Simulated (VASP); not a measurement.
# WS3 (P4/nmm) in VASP: electric field gradients with PBEsol

Aim: the electric field gradients of WS3 with PBEsol.

All numbers are computed with VASP 6.6.1; they aren't measurements. Logs are shortened: lines on timing, memory, paths and dates and some standing lists are left out, and cuts for length are marked.

### 1 The cell of the first run

Symmetry: P4/nmm, No. 129, tetragonal system. The conventional cell has a = 6.533 Å, b = 6.533 Å, c = 4.677 Å, α = 90.00°, β = 90.00°, γ = 90.00°. Within 2.9 Å of W (site symmetry 4mm) lie 6 S at 2.23 to 2.45 Å. S (site symmetry 2/m) has 2 W at 2.32 Å and 8 S at 3.21 to 3.36 Å within 3.4 Å. S (site symmetry 4mm) has 2 W at 2.23 to 2.45 Å within 2.9 Å.

### 2 Electric field gradients, PBEsol

Contents of INCAR:

```
PREC = Accurate
ENCUT = 400
EDIFF = 1E-8
ISMEAR = -1
SIGMA = 0.15
LREAL = False
LASPH = True
NELM = 120
ALGO = Normal
ISIF = 2
LWAVE = False
LCHARG = False
GGA = PS
LEFG = True
NBANDS = 42
GGA_COMPAT = False
```

Contents of KPOINTS:

```
regular mesh
0
Gamma
  6 6 8
```

Contents of POSCAR:

```
WS3
1.0
    6.5328339133      0.0000000000      0.0000000000
    0.0000000000      6.5328339133      0.0000000000
    0.0000000000      0.0000000000      4.6773043488
W S
2 6
Direct
    0.5000000000      0.0000000000      0.9536311177
    0.0000000000      0.5000000000      0.0463688823
    0.2500000000      0.7500000000      0.0000000000
    0.7500000000      0.7500000000      0.0000000000
    0.7500000000      0.2500000000      0.0000000000
    0.2500000000      0.2500000000      0.0000000000
    0.5000000000      0.0000000000      0.4777054258
    0.0000000000      0.5000000000      0.5222945742
```

Potentials or basis: VASP PAW PBE potentials, release 64 (W_sv, S).

Run with:

```console
cat potpaw_PBE.64/W_sv/POTCAR potpaw_PBE.64/S/POTCAR > POTCAR
mpirun -np 1 vasp_std > vasp.out
```

OUTCAR:

```text
PREC = Accurate
   ENCUT = 400
   EDIFF = 1E-8
   ISMEAR = -1
   LREAL = False
   LASPH = True
   NELM = 120
   ISIF = 2
   GGA = PS

 ion  position               nearest neighbor table
   1  0.500  0.000  0.954-   7 2.23   4 2.32   5 2.32   6 2.32   3 2.32   7 2.45
   2  0.000  0.500  0.046-   8 2.23   4 2.32   5 2.32   6 2.32   3 2.32   8 2.45
   3  0.250  0.750  0.000-   1 2.32   2 2.32
   4  0.750  0.750  0.000-   1 2.32   2 2.32
   5  0.750  0.250  0.000-   1 2.32   2 2.32
   6  0.250  0.250  0.000-   1 2.32   2 2.32
   7  0.500  0.000  0.478-   1 2.23   1 2.45
   8  0.000  0.500  0.522-   2 2.23   2 2.45

  LATTYP: Found a simple tetragonal cell.
 ALAT       =     6.5328339133
 C/A-ratio  =     0.7159686609

  Lattice vectors:

 A1 = (   6.5328339133,   0.0000000000,   0.0000000000)
 A2 = (   0.0000000000,   6.5328339133,   0.0000000000)
 A3 = (   0.0000000000,   0.0000000000,   4.6773043488)

Analysis of symmetry for initial positions (statically):
=====================================================================
 Subroutine PRICEL returns:
 Original cell was already a primitive cell.

 Routine SETGRP: Setting up the symmetry group for a
 simple tetragonal supercell.

 Subroutine GETGRP returns: Found 16 space group operations
 (whereof  8 operations were pure point group operations)
 out of a pool of 16 trial point group operations.

The static configuration has the point symmetry D_2d.
 The point group associated with its full space group is D_4h.

Analysis of symmetry for dynamics (positions and initial velocities):
=====================================================================
 Subroutine PRICEL returns:
 Original cell was already a primitive cell.

 Routine SETGRP: Setting up the symmetry group for a
 simple tetragonal supercell.

 Subroutine GETGRP returns: Found 16 space group operations
 (whereof  8 operations were pure point group operations)
 out of a pool of 16 trial point group operations.

The dynamic configuration has the point symmetry D_2d.
 The point group associated with its full space group is D_4h.

 Subroutine INISYM returns: Found 16 space group operations
 (whereof  8 operations are pure point group operations),
 and found     1 'primitive' translations

----------------------------------------------------------------------------------------

                                     Primitive cell

  volume of cell :     199.6176

  direct lattice vectors                    reciprocal lattice vectors
     6.532833913  0.000000000  0.000000000     0.153072926  0.000000000  0.000000000
     0.000000000  6.532833913  0.000000000     0.000000000  0.153072926  0.000000000
     0.000000000  0.000000000  4.677304349     0.000000000  0.000000000  0.213798360

  length of vectors
     6.532833913  6.532833913  4.677304349     0.153072926  0.153072926  0.213798360

  position of ions in fractional coordinates (direct lattice)
     0.500000000  0.000000000  0.953631118
     0.000000000  0.500000000  0.046368882
     0.250000000  0.750000000  0.000000000
     0.750000000  0.750000000  0.000000000
     0.750000000  0.250000000  0.000000000
     0.250000000  0.250000000  0.000000000
     0.500000000  0.000000000  0.477705426
     0.000000000  0.500000000  0.522294574

  ion indices of the primitive-cell ions
   primitive index   ion index
                 1           1
                 2           2
                 3           3
                 4           4
                 5           5
                 6           6
                 7           7
                 8           8

[... 66 lines left out ...]
   LNONCOLLINEAR =      F non collinear calculations
   LSORBIT =      F    spin-orbit coupling
   LASPH  =      T    aspherical Exc in radial PAW
   ENCUT  =  400.0 eV  29.40 Ry    5.42 a.u.  10.65 10.65  7.63*2*pi/ulx,y,z
   NELM   =    120;   NELMIN=  2; NELMDL= -5     # of ELM steps
   EDIFF  = 0.1E-07   stopping-criterion for ELM
   LREAL  =      F    real-space projection
   EDIFFG = 0.1E-06   stopping-criterion for IOM
   NSW    =      0    number of steps for IOM
   IBRION =     -1    ionic relax: 0-MD 1-quasi-New 2-CG
   NFREE  =      0    steps in history (QN), initial steepest desc. (CG)
   ISIF   =      2    stress and relaxation
   ISYM   =      2    0-nonsym 1-usesym 2-fastsym
   POTIM  = 0.5000    time-step for ionic-motion
   TEBEG  =    0.0;   TEEND  =   0.0 temperature during run
   PSTRESS=    0.0 pullay stress
   NELECT =      64.0000    total number of electrons
   NUPDOWN=      -1.0000    fix difference up-down
   EMIN   =  10.00;   EMAX   =-10.00  energy-range for DOS
   EFERMI =   0.00;   METHOD = LEGACY
   ISMEAR =    -1;   SIGMA  =   0.15  broadening in eV -4-tet -1-fermi 0-gaus
   EFERMI_NEDOS =   21; number of points for ismear=-14 and -15
   IALGO  =     38    algorithm
   IMIX   =      4    mixing-type and parameters
     AMIX     =   0.40;   BMIX     =  1.00
     AMIX_MAG =   1.60;   BMIX_MAG =  1.00
  volume/ion in A,a.u.               =      24.95       168.39
  Fermi-wavevector in a.u.,A,eV,Ry     =   1.120474  2.117389 17.081604  1.255462
  Thomas-Fermi vector in A             =   2.257121
   LORBIT       =      0    0 simple, 1 ext, 2 COOP (PROOUT), +10 PAW based schemes
   GGA     = PS    functional components
   LHFCALC =     F    Hartree Fock is set to
   AEXX    =    0.0000 exact exchange contribution
   IVDW    =     0    specifies the selected vdW correction
   LEPSILON=     F    determine dielectric tensor
   LRPA    =     F    only Hartree local field effects (RPA)
 non-spin polarized calculation
  energy-cutoff  :      400.00
  volume of cell :      199.62
 maximum number of plane-waves:      3664
 NGX is ok and might be reduce to    48
   NGX = 21   NGY = 21   NGZ = 15

 number of electron      63.9999987 magnetization

 Free energy of the ion-electron system (eV)
  ---------------------------------------------------
  ext. energy  EPLUGINS =         0.00000000
  ---------------------------------------------------
  free energy    TOTEN  =       -54.23647327 eV

  energy without entropy =      -53.90610019  energy(sigma->0) =      -54.07128673

 E-fermi :   3.0705     XC(G=0):  -8.8763

 val. band max:        3.0686190228   @ k =   0.1667   0.0000   0.3750
 cond. band min:       3.0799969849   @ k =   0.5000   0.3333   0.3750
 fundamental gap:      0.0113779621
 Fermi energy:         3.0704844597

 k-point     1 :       0.0000    0.0000    0.0000
  band No.  band energies     occupation
      1     -71.9912      2.00000
      2     -71.9911      2.00000
      3     -36.2260      2.00000
      4     -36.2260      2.00000
      5     -36.2181      2.00000
      6     -36.2181      2.00000
[... 1069 lines left out ...]
     41       7.5548      0.00000
     42       7.5548      0.00000

 [... further k-points ...]
[... 5 lines left out ...]
  --------------------------------------------------------------------------------------
  -------------------------------------------------------------------------------------
  Total        0.0662130      0.0662130      0.0745938      0.0000000      0.0000000      0.0000000
  in kB        0.5314407      0.5314407      0.5987074      0.0000000      0.0000000      0.0000000
  external PRESSURE =       0.5538629 kB  Pullay stress =       0.0000000 kB

 VOLUME and BASIS-vectors are now :
 -----------------------------------------------------------------------------
  energy-cutoff  :      400.00
  volume of cell :      199.62
      direct lattice vectors                 reciprocal lattice vectors
     6.532833913  0.000000000  0.000000000     0.153072926  0.000000000  0.000000000
     0.000000000  6.532833913  0.000000000     0.000000000  0.153072926  0.000000000
     0.000000000  0.000000000  4.677304349     0.000000000  0.000000000  0.213798360

 POSITION                                       TOTAL-FORCE (eV/Angst)
 -----------------------------------------------------------------------------------
      3.26642      0.00000      4.46042         0.000000     -0.000000     -0.001044
      0.00000      3.26642      0.21688         0.000000     -0.000000      0.001044
      1.63321      4.89963      0.00000        -0.000000      0.000000      0.000000
      4.89963      4.89963      0.00000        -0.000000     -0.000000     -0.000000
      4.89963      1.63321      0.00000         0.000000     -0.000000      0.000000
      1.63321      1.63321      0.00000         0.000000     -0.000000      0.000000
      3.26642      0.00000      2.23437         0.000000     -0.000000      0.004031
      0.00000      3.26642      2.44293         0.000000     -0.000000     -0.004031
 -----------------------------------------------------------------------------------
    total drift:                                0.000000     -0.000000     -0.000000

  FREE ENERGIE OF THE ION-ELECTRON SYSTEM (eV)
  ---------------------------------------------------
  free  energy   TOTEN  =       -54.2364732724 eV

  energy  without entropy=      -53.9061001862  energy(sigma->0) =      -54.07128673

 Electric field gradients (V/A^2)
---------------------------------------------------------------------
 ion       V_xx      V_yy      V_zz      V_xy      V_xz      V_yz
---------------------------------------------------------------------
   1      -8.831    -8.831    17.661    -0.000     0.000    -0.000
   2      -8.831    -8.831    17.661     0.000    -0.000    -0.000
   3       9.776     9.776   -19.553     9.232    13.678    13.678
   4       9.776     9.776   -19.553    -9.232   -13.678    13.678
   5       9.776     9.776   -19.553     9.232   -13.678   -13.678
   6       9.776     9.776   -19.553    -9.232    13.678   -13.678
   7      -1.866    -1.866     3.733     0.000     0.000     0.000
   8      -1.866    -1.866     3.733     0.000     0.000     0.000
---------------------------------------------------------------------

 Electric field gradients after diagonalization (V/A^2)
 (convention: |V_zz| > |V_xx| > |V_yy|)
----------------------------------------------------------------------
 ion       V_xx      V_yy      V_zz     asymmetry (V_yy - V_xx)/ V_zz
----------------------------------------------------------------------
   1      -8.831    -8.831    17.661       0.000
   2      -8.831    -8.831    17.661       0.000
   3      27.040     0.544   -27.584       0.961
   4      27.040     0.544   -27.584       0.961
   5      27.040     0.544   -27.584       0.961
   6      27.040     0.544   -27.584       0.961
   7      -1.866    -1.866     3.733       0.000
   8      -1.866    -1.866     3.733       0.000
----------------------------------------------------------------------

           NMR quadrupolar parameters

 Cq : quadrupolar parameter    Cq=e*Q*V_zz/h
 eta: asymmetry parameters     (V_yy - V_xx)/ V_zz
 Q  : nuclear electric quadrupole moment in mb (millibarn)
----------------------------------------------------------------------
 ion       Cq(MHz)       eta       Q (mb)
----------------------------------------------------------------------
   1       0.043       0.000       1.000
   2       0.043       0.000       1.000
   3      -0.067       0.961       1.000
   4      -0.067       0.961       1.000
   5      -0.067       0.961       1.000
   6      -0.067       0.961       1.000
   7       0.009       0.000       1.000
   8       0.009       0.000       1.000
----------------------------------------------------------------------
```

It took 7.7 min on 1 thread of Oxide Virtual Turin-like, shared host; peak memory 0.35 GiB.

What came out:

| Property | Result |
| --- | --- |
| Free energy | -54.2365 eV |
| Pressure | 0.1 GPa |
| Largest force | 0.004 eV/Å |
| Band gap on the k mesh | zero (bands 32 and 33 overlap by 1.15 eV) |
| Largest electric field gradient by atom | W +17.7; S -27.6, +3.7 (each value once) V/Å² |

Forces on the atoms (eV/Å):
```
W    0.000  0.000 -0.001
W    0.000  0.000  0.001
S    0.000  0.000  0.000
S    0.000  0.000  0.000
S    0.000  0.000  0.000
S    0.000  0.000  0.000
S    0.000  0.000  0.004
S    0.000  0.000 -0.004
```

Levels at points of the mesh, in eV from the Fermi level:
```csv
k point,band 29,band 30,band 31,band 32,band 33,band 34,band 35,band 36
"(0.00, 0.00, 0.00)",-1.23,-1.23,-1.15,-0.70,-0.70,-0.62,0.39,0.99
"(0.50, 0.00, 0.00)",-1.76,-1.76,-0.65,-0.65,0.88,0.88,0.94,0.94
"(0.50, 0.50, 0.00)",-1.07,-1.07,-1.05,-1.05,-0.79,-0.79,1.14,1.14
"(0.00, 0.00, 0.50)",-0.76,-0.76,0.36,0.36,0.41,1.17,1.84,1.84
"(0.50, 0.00, 0.50)",-0.71,-0.71,-0.33,-0.33,0.94,0.94,1.82,1.82
"(0.50, 0.50, 0.50)",-1.95,-1.95,0.33,0.33,1.85,1.85,1.89,1.89
```

Electric field gradients, principal values (V/Å²):
| atom | least | middle | greatest (by size) |
| --- | --- | --- | --- |
| 1 W | -8.831 | -8.831 | 17.661 |
| 2 W | -8.831 | -8.831 | 17.661 |
| 3 S | 0.544 | 27.040 | -27.584 |
| 4 S | 0.544 | 27.040 | -27.584 |
| 5 S | 0.544 | 27.040 | -27.584 |
| 6 S | 0.544 | 27.040 | -27.584 |
| 7 S | -1.866 | -1.866 | 3.733 |
| 8 S | -1.866 | -1.866 | 3.733 |

Caveat: without QUAD_EFG the Cq values of the log hold for a quadrupole moment of 1 mb, not for the nuclei; the PAW data sets were made with another functional, which shifts forces and pressure a little; spin-orbit coupling is left out, which moves the levels of the heavy elements.
